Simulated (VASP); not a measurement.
# Ca (P6_3/mmc) in VASP: further runs

Ca is run at these levels: PBEsol; tasks: single point, relaxation of cell and atoms.

Everything below comes from runs of VASP 6.6.1. Logs are shortened: lines on timing, memory, paths and dates and some standing lists are left out, and cuts for length are marked.

**1. The cell of the first run**

The structure is hexagonal, space group P6_3/mmc (No. 194). Conventional cell: a = 3.434 Å, b = 3.434 Å, c = 5.698 Å, α = 90.00°, β = 90.00°, γ = 120.00°. Ca (site symmetry -6m2) has 12 Ca at 3.43 to 3.47 Å within 4.5 Å.

This isn't the form of Ca at room conditions, which is fcc.

**2. Single point, PBEsol**

File INCAR:

```
PREC     = Accurate       # precision mode
ENCUT    = 520            # plane-wave cutoff, eV
EDIFF    = 1E-6           # SCF threshold, eV
ISMEAR   = -1             # smearing method
SIGMA    = 0.1            # smearing width, eV
LREAL    = F              # projectors in reciprocal space
LASPH    = T              # aspherical terms in the spheres
NELM     = 100            # most SCF steps
ALGO     = Normal         # electronic algorithm
ISIF     = 2              # what is computed and relaxed
LWAVE    = F              # write WAVECAR
LCHARG   = T              # write CHGCAR
GGA      = PS             # functional
LELF     = T              # ELF
LVHAR    = T            
NBANDS   = 17             # bands
```

File KPOINTS:

```
regular mesh
0
Gamma
  14 14 8
```

File POSCAR:

```
Ca
1.0
    3.4336006365      0.0000000000      0.0000000000
   -1.7168003183      2.9735853777      0.0000000000
    0.0000000000      0.0000000000      5.6984414303
Ca
2
Direct
    0.3333333333      0.6666666667      0.2500000000
    0.6666666667      0.3333333333      0.7500000000
```

Potentials or basis: VASP PAW PBE potentials, release 64 (Ca_sv).

The run is started by

```bash
cat potpaw_PBE.64/Ca_sv/POTCAR > POTCAR
mpirun -np 1 vasp_std > vasp.out
```

OUTCAR:

```text
PREC = Accurate
   ENCUT = 520
   EDIFF = 1E-6
   ISMEAR = -1
   LREAL = F
   LASPH = T
   NELM = 100
   ISIF = 2
   GGA = PS

 ion  position               nearest neighbor table
   1  0.333  0.667  0.250-
   2  0.667  0.333  0.750-

  LATTYP: Found a hexagonal cell.
 ALAT       =     3.4336006365
 C/A-ratio  =     1.6596110129

  Lattice vectors:

 A1 = (   3.4336006365,   0.0000000000,   0.0000000000)
 A2 = (  -1.7168003183,   2.9735853777,   0.0000000000)
 A3 = (   0.0000000000,   0.0000000000,   5.6984414303)

Analysis of symmetry for initial positions (statically):
=====================================================================
 Subroutine PRICEL returns:
 Original cell was already a primitive cell.

 Routine SETGRP: Setting up the symmetry group for a
 hexagonal supercell.

 Subroutine GETGRP returns: Found 24 space group operations
 (whereof 12 operations were pure point group operations)
 out of a pool of 24 trial point group operations.

The static configuration has the point symmetry D_3d.
 The point group associated with its full space group is D_6h.

Analysis of symmetry for dynamics (positions and initial velocities):
=====================================================================
 Subroutine PRICEL returns:
 Original cell was already a primitive cell.

 Routine SETGRP: Setting up the symmetry group for a
 hexagonal supercell.

 Subroutine GETGRP returns: Found 24 space group operations
 (whereof 12 operations were pure point group operations)
 out of a pool of 24 trial point group operations.

The dynamic configuration has the point symmetry D_3d.
 The point group associated with its full space group is D_6h.

 Subroutine INISYM returns: Found 24 space group operations
 (whereof 12 operations are pure point group operations),
 and found     1 'primitive' translations

----------------------------------------------------------------------------------------

                                     Primitive cell

  volume of cell :      58.1817

  direct lattice vectors                    reciprocal lattice vectors
     3.433600637  0.000000000  0.000000000     0.291239461  0.168147181  0.000000000
    -1.716800318  2.973585378  0.000000000     0.000000000  0.336294363  0.000000000
     0.000000000  0.000000000  5.698441430     0.000000000  0.000000000  0.175486580

  length of vectors
     3.433600637  3.433600637  5.698441430     0.336294363  0.336294363  0.175486580

  position of ions in fractional coordinates (direct lattice)
     0.333333333  0.666666667  0.250000000
     0.666666667  0.333333333  0.750000000

  ion indices of the primitive-cell ions
   primitive index   ion index
                 1           1
                 2           2

----------------------------------------------------------------------------------------

 KPOINTS: regular mesh

Automatic generation of k-mesh.
 Grid dimensions read from file:
 generate k-points for:   14   14    8

 Generating k-lattice:

  Cartesian coordinates                     Fractional coordinates (reciprocal lattice)
     0.020802819  0.012010513  0.000000000     0.071428571 -0.000000000  0.000000000
     0.000000000  0.024021026  0.000000000     0.000000000  0.071428571  0.000000000
     0.000000000  0.000000000  0.021935823     0.000000000  0.000000000  0.125000000

  Length of vectors
     0.024021026  0.024021026  0.021935823

  Shift w.r.t. Gamma in fractional coordinates (k-lattice)
     0.000000000  0.000000000  0.000000000

 Subroutine IBZKPT returns following result:
 ===========================================

 Found    120 irreducible k-points:

 Following reciprocal coordinates:
            Coordinates               Weight
  0.000000  0.000000  0.000000      1.000000
  0.071429  0.000000  0.000000      6.000000
  0.142857  0.000000  0.000000      6.000000
  0.214286  0.000000  0.000000      6.000000
  0.285714  0.000000  0.000000      6.000000
  0.357143  0.000000  0.000000      6.000000
[... 16 lines left out ...]
  0.285714  0.285714  0.000000      6.000000
  0.357143  0.285714  0.000000      6.000000
 [... further k-points ...]
   k-points           NKPTS =    120   k-points in BZ     NKDIM =    120   number of bands    NBANDS=     17
   number of dos      NEDOS =    301   number of ions     NIONS =      2
   total plane-waves  NPLWV =  32928
   dimension x,y,z NGX =    28 NGY =   28 NGZ =   42
   dimension x,y,z NGXF=    56 NGYF=   56 NGZF=   84
   ions per type =               2
   NGX,Y,Z   is equivalent  to a cutoff of  13.56, 13.56, 12.25 a.u.
   NGXF,Y,Z  is equivalent  to a cutoff of  27.11, 27.11, 24.51 a.u.
 SYSTEM =  unknown system
   PREC   = accura    normal or accurate (medium, high low for compatibility)
   ISTART =      0    job   : 0-new  1-cont  2-samecut
   ICHARG =      2    charge: 1-file 2-atom 10-const
   ISPIN  =      1    spin polarized calculation?
   LNONCOLLINEAR =      F non collinear calculations
   LSORBIT =      F    spin-orbit coupling
   LASPH  =      T    aspherical Exc in radial PAW
   ENCUT  =  520.0 eV  38.22 Ry    6.18 a.u.   6.38  6.38 10.60*2*pi/ulx,y,z
   NELM   =    100;   NELMIN=  2; NELMDL= -5     # of ELM steps
   EDIFF  = 0.1E-05   stopping-criterion for ELM
   LREAL  =      F    real-space projection
   EDIFFG = 0.1E-04   stopping-criterion for IOM
   NSW    =      0    number of steps for IOM
   IBRION =     -1    ionic relax: 0-MD 1-quasi-New 2-CG
   NFREE  =      0    steps in history (QN), initial steepest desc. (CG)
   ISIF   =      2    stress and relaxation
   ISYM   =      2    0-nonsym 1-usesym 2-fastsym
   POTIM  = 0.5000    time-step for ionic-motion
   TEBEG  =    0.0;   TEEND  =   0.0 temperature during run
   PSTRESS=    0.0 pullay stress
   NELECT =      20.0000    total number of electrons
   NUPDOWN=      -1.0000    fix difference up-down
   EMIN   =  10.00;   EMAX   =-10.00  energy-range for DOS
   EFERMI =   0.00;   METHOD = LEGACY
   ISMEAR =    -1;   SIGMA  =   0.10  broadening in eV -4-tet -1-fermi 0-gaus
   EFERMI_NEDOS =   21; number of points for ismear=-14 and -15
   IALGO  =     38    algorithm
   IMIX   =      4    mixing-type and parameters
     AMIX     =   0.40;   BMIX     =  1.00
     AMIX_MAG =   1.60;   BMIX_MAG =  1.00
  volume/ion in A,a.u.               =      29.09       196.31
  Fermi-wavevector in a.u.,A,eV,Ry     =   1.146805  2.167146 17.893847  1.315161
  Thomas-Fermi vector in A             =   2.283487
   LORBIT       =      0    0 simple, 1 ext, 2 COOP (PROOUT), +10 PAW based schemes
   GGA     = PS    functional components
   LHFCALC =     F    Hartree Fock is set to
   AEXX    =    0.0000 exact exchange contribution
   IVDW    =     0    specifies the selected vdW correction
   LEPSILON=     F    determine dielectric tensor
   LRPA    =     F    only Hartree local field effects (RPA)
 non-spin polarized calculation
  energy-cutoff  :      520.00
  volume of cell :       58.18
 maximum number of plane-waves:      1586
 NGX is ok and might be reduce to    28
   NGX = 13   NGY = 13   NGZ = 21

 number of electron      20.0000003 magnetization

 Free energy of the ion-electron system (eV)
  ---------------------------------------------------
  ext. energy  EPLUGINS =         0.00000000
  ---------------------------------------------------
  free energy    TOTEN  =        -3.70470344 eV

  energy without entropy =       -3.62888981  energy(sigma->0) =       -3.66679663

 E-fermi :   3.5745     XC(G=0):  -9.0913

 val. band max:        3.5671478657   @ k =   0.2143   0.1429   0.0000
 cond. band min:       3.5762787226   @ k =   0.2143   0.2143   0.0000
 fundamental gap:      0.0091308569
 Fermi energy:         3.5744657154

 k-point     1 :       0.0000    0.0000    0.0000
  band No.  band energies     occupation
      1     -37.4474      2.00000
      2     -37.3782      2.00000
      3     -18.7984      2.00000
      4     -18.3727      2.00000
      5     -18.3727      2.00000
      6     -18.3137      2.00000
[... 9 lines left out ...]
     16       6.8093      0.00000
     17       7.4697      0.00000

 k-point     2 :       0.0714    0.0000    0.0000
  band No.  band energies     occupation
      1     -37.4441      2.00000
      2     -37.3765      2.00000
      3     -18.7897      2.00000
      4     -18.3933      2.00000
      5     -18.3789      2.00000
      6     -18.3351      2.00000
[... 9 lines left out ...]
     16       6.8971      0.00000
     17       7.3266      0.00000

 k-point     3 :       0.1429    0.0000    0.0000
  band No.  band energies     occupation
      1     -37.4346      2.00000
      2     -37.3716      2.00000
      3     -18.7647      2.00000
      4     -18.4511      2.00000
      5     -18.3959      2.00000
      6     -18.3939      2.00000
[... 9 lines left out ...]
     16       6.9493      0.00000
     17       7.1526      0.00000

 k-point     4 :       0.2143    0.0000    0.0000
  band No.  band energies     occupation
      1     -37.4206      2.00000
      2     -37.3647      2.00000
      3     -18.7262      2.00000
      4     -18.5351      2.00000
      5     -18.4760      2.00000
      6     -18.4197      2.00000
[... 9 lines left out ...]
     16       7.0581      0.00000
     17       7.1424      0.00000
[... 343 lines left out ...]
      1     -37.3639      2.00000
      2     -37.3497      2.00000
      3     -18.7343      2.00000
      4     -18.6628      2.00000
      5     -18.5739      2.00000
      6     -18.5339      2.00000
[... 9 lines left out ...]
     16       8.3154      0.00000
     17       8.7953      0.00000

 k-point    23 :       0.2857    0.2857    0.0000
  band No.  band energies     occupation
      1     -37.3625      2.00000
      2     -37.3499      2.00000
      3     -18.7092      2.00000
      4     -18.6574      2.00000
      5     -18.5859      2.00000
      6     -18.5278      2.00000
[... 9 lines left out ...]
     16       8.2143      0.00000
     17       8.7385      0.00000

 k-point    24 :       0.3571    0.2857    0.0000
  band No.  band energies     occupation
      1     -37.3574      2.00000
      2     -37.3518      2.00000
      3     -18.7061      2.00000
      4     -18.6347      2.00000
      5     -18.6210      2.00000
      6     -18.5369      2.00000
[... 9 lines left out ...]
     16       8.4193      0.00000
     17       8.6615      0.00000

 [... further k-points ...]
[... 5 lines left out ...]
  --------------------------------------------------------------------------------------
  -------------------------------------------------------------------------------------
  Total        3.6333802      3.6333802      3.6414421     -0.0000000      0.0000000      0.0000000
  in kB      100.0541597    100.0541597    100.2761646     -0.0000000      0.0000000      0.0000000
  external PRESSURE =     100.1281613 kB  Pullay stress =       0.0000000 kB

 VOLUME and BASIS-vectors are now :
 -----------------------------------------------------------------------------
  energy-cutoff  :      520.00
  volume of cell :       58.18
      direct lattice vectors                 reciprocal lattice vectors
     3.433600637  0.000000000  0.000000000     0.291239461  0.168147181  0.000000000
    -1.716800318  2.973585378  0.000000000     0.000000000  0.336294363  0.000000000
     0.000000000  0.000000000  5.698441430     0.000000000  0.000000000  0.175486580

 POSITION                                       TOTAL-FORCE (eV/Angst)
 -----------------------------------------------------------------------------------
     -0.00000      1.98239      1.42461         0.000000     -0.000000      0.000000
      1.71680      0.99120      4.27383        -0.000000      0.000000      0.000000
 -----------------------------------------------------------------------------------
    total drift:                               -0.000000      0.000000      0.000000

  FREE ENERGIE OF THE ION-ELECTRON SYSTEM (eV)
  ---------------------------------------------------
  free  energy   TOTEN  =        -3.7047034423 eV

  energy  without entropy=       -3.6288898103  energy(sigma->0) =       -3.66679663
```

Wall time 2.3 min (1 thread of Oxide Virtual Turin-like, shared host); peak memory 0.21 GiB.

Results:

```
Free energy            : -3.7047 eV
Pressure               : 10.0 GPa
Band gap on the k mesh : zero (bands 10 and 11 overlap by 0.23 eV)
```

Levels at points of the mesh, in eV from the Fermi level:
| k point | band 8 | band 9 | band 10 | band 11 | band 12 | band 13 |
| --- | --- | --- | --- | --- | --- | --- |
| (0.00, 0.00, 0.00) | -21.88 | -4.62 | -1.25 | 0.31 | 2.67 | 2.77 |
| (0.50, 0.00, 0.00) | -21.96 | -1.09 | -0.54 | -0.13 | 0.32 | 1.80 |
| (0.00, 0.00, 0.50) | -21.92 | -3.28 | -3.28 | 1.55 | 1.55 | 2.77 |
| (0.50, 0.00, 0.50) | -22.01 | -0.96 | -0.96 | 0.56 | 0.56 | 1.75 |

Caveat: the cell stands under pressure; the PAW data sets were made with another functional, which shifts forces and pressure a little.

**3. Single point, PBEsol**

This run uses another cell than the first one, of 40.84 Å³/atom.

INCAR, as its differences from that of step 2:

```diff
@@ -7,3 +7,3 @@
 LASPH    = T              # aspherical terms in the spheres
-NELM     = 100            # most SCF steps
+NELM     = 80             # most SCF steps
 ALGO     = Normal         # electronic algorithm
```

File KPOINTS:

```
Automatic mesh
0
Gamma
  14 14 8
```

File POSCAR:

```
Ca
1.0
    3.8583637829      0.0000000000      0.0000000000
   -1.9291818915      3.3414410530      0.0000000000
    0.0000000000      0.0000000000      6.3354634212
Ca
2
Direct
    0.3333333333      0.6666666667      0.2500000000
    0.6666666667      0.3333333333      0.7500000000
```

Potentials or basis: VASP PAW PBE potentials, release 64 (Ca_sv).

The run is started by

```bash
cat potpaw_PBE.64/Ca_sv/POTCAR > POTCAR
mpirun -np 1 vasp_std > vasp.out
```

Run time: 3.1 min. Hardware: 1 thread of Oxide Virtual Turin-like, shared host; peak memory 0.25 GiB.

It converged, with:

```
Free energy            : -4.3009 eV
Pressure               : 0.0 GPa
Band gap on the k mesh : zero (bands 10 and 11 overlap by 0.39 eV)
```

Levels at points of the mesh, in eV from the Fermi level:
| k point | band 8 | band 9 | band 10 | band 11 | band 12 | band 13 |
| --- | --- | --- | --- | --- | --- | --- |
| (0.00, 0.00, 0.00) | -22.76 | -4.13 | -1.07 | -0.18 | 2.31 | 2.33 |
| (0.50, 0.00, 0.00) | -22.79 | -1.13 | -0.68 | 0.19 | 0.36 | 1.40 |
| (0.00, 0.00, 0.50) | -22.78 | -3.09 | -3.09 | 1.40 | 1.40 | 2.33 |
| (0.50, 0.00, 0.50) | -22.80 | -0.71 | -0.71 | 0.14 | 0.14 | 1.47 |

Caveat: the PAW data sets were made with another functional, which shifts forces and pressure a little.

**4. Relaxation of cell and atoms, PBEsol, target pressure 10 GPa, at which the enthalpy is minimised**

This run uses another cell than the first one, of 40.84 Å³/atom.

File INCAR:

```
SYSTEM = Ca
PREC     = Accurate       ! precision mode
ENCUT    = 600            ! plane-wave cutoff, eV
EDIFF    = 1E-6           ! SCF threshold, eV
ISMEAR   = -1             ! smearing method
SIGMA    = 0.1            ! smearing width, eV
LREAL    = .FALSE.        ! projectors in reciprocal space
LASPH    = .TRUE.         ! aspherical terms in the spheres
NELM     = 80             ! most SCF steps
ALGO     = Normal         ! electronic algorithm
ISIF     = 3              ! what is computed and relaxed
LWAVE    = .FALSE.        ! write WAVECAR
LCHARG   = .FALSE.        ! write CHGCAR
GGA      = PS             ! functional
IBRION   = 2              ! ionic algorithm
NSW      = 100            ! ionic steps
EDIFFG   = -0.002         ! ionic threshold
PSTRESS  = 100.0
```

File KPOINTS:

```
regular mesh
0
G
  14 14 8
  0 0 0
```

File POSCAR:

```
Ca
1.0
    3.8583637829      0.0000000000      0.0000000000
   -1.9291818914      3.3414410530      0.0000000000
    0.0000000000      0.0000000000      6.3354634212
Ca
2
Direct
    0.3333333333      0.6666666667      0.2500000000
    0.6666666667      0.3333333333      0.7500000000
```

The run is started by

```bash
cat potpaw_PBE.64/Ca_sv/POTCAR > POTCAR
mpirun -np 1 vasp_std > vasp.out
```

It took 19 min on 1 thread of Oxide Virtual Turin-like, shared host; peak memory 0.3 GiB.

It converged, with:

```yaml
Free_energy: -3.7105 eV
Relaxed_volume: 29.12 Å³/atom
Relaxed_cell: a = 3.435 Å, b = 3.435 Å, c = 5.701 Å, α = 90.00°, β = 90.00°, γ = 120.00°
Space_group_after_relaxing_to_0.1_Å: P6_3/mmc (No. 194)
Energy_change_on_relaxing_the_run_minimises_the_enthalpy: +295.4 meV/atom
Ionic_steps: 10
Pressure_after_relaxing: 10.0 GPa
Band_gap_on_the_k_mesh: zero (bands 10 and 11 overlap by 0.23 eV)
```

The path:
```
step  energy change (eV)  largest force (eV/Å)  pressure (GPa)  volume (Å³)
   1              0.0000                0.0000            0.02        81.68
   2              0.8083                0.0000           12.52        55.15
   3              0.6018                0.0000           10.12        58.08
   4              0.5756                0.0000            9.83        58.50
   5              0.5758                0.0000            9.82        58.49
   6              0.5761                0.0000            9.82        58.48
   7              0.5776                0.0000            9.83        58.46
   8              0.5764                0.0000            9.84        58.47
   9              0.5943                0.0000           10.05        58.19
  10              0.5908                0.0000            9.99        58.24
```

Final structure:
```
Ca
1.0
     3.43459    0.00000    0.00000
    -1.71730    2.97444    0.00000
     0.00000    0.00000    5.70110
Ca
2
Cartesian
  0.0000 1.9830 1.4253
  1.7173 0.9915 4.2758
```

Levels at points of the mesh, in eV from the Fermi level:
| k point | band 8 | band 9 | band 10 | band 11 | band 12 | band 13 |
| --- | --- | --- | --- | --- | --- | --- |
| (0.00, 0.00, 0.00) | -21.88 | -4.62 | -1.25 | 0.31 | 2.66 | 2.77 |
| (0.50, 0.00, 0.00) | -21.96 | -1.09 | -0.54 | -0.13 | 0.32 | 1.79 |
| (0.00, 0.00, 0.50) | -21.92 | -3.28 | -3.28 | 1.55 | 1.55 | 2.77 |
| (0.50, 0.00, 0.50) | -22.01 | -0.96 | -0.96 | 0.56 | 0.56 | 1.74 |

Caveat: the cell is relaxed towards a set pressure, so the run minimises the enthalpy, not the energy; the volume moved by over 15 % at a fixed basis, so the end points are rough; the PAW data sets were made with another functional, which shifts forces and pressure a little.

**5. The runs side by side**

| task | cell | cutoff (eV) | gap on the mesh (eV) | pressure (GPa) |
| --- | --- | --- | --- | --- |
| single point | a = 3.434, b = 3.434, c = 5.698 Å, angles 90.0, 90.0, 120.0°, 2 atoms | 520 | none | 10.0 |
| single point | a = 3.858, b = 3.858, c = 6.335 Å, angles 90.0, 90.0, 120.0°, 2 atoms | 520 | none | 0.0 |
| relaxation of cell and atoms | relaxed to 10 GPa from a = 3.858, b = 3.858, c = 6.335 Å, angles 90.0, 90.0, 120.0°, 2 atoms | 600 | none | 10.0 |

Alike in all rows: level PBEsol; potentials or basis VASP PAW PBE potentials, release 64 (Ca_sv); no spin polarisation; k mesh 14 × 14 × 8; smearing fermi-dirac 0.1 eV.

Caveats: the PAW data sets were made with another functional, which shifts forces and pressure a little; the cell stands under pressure (at least some runs); the cell is relaxed towards a set pressure, so the run minimises the enthalpy, not the energy (at least some runs); the volume moved by over 15 % at a fixed basis, so the end points are rough (at least some runs).

Total energies depend on the potentials used, so only differences within one code and one set of settings carry meaning.

The gap in the log of VASP goes by the Fermi energy; the results here count the filled bands.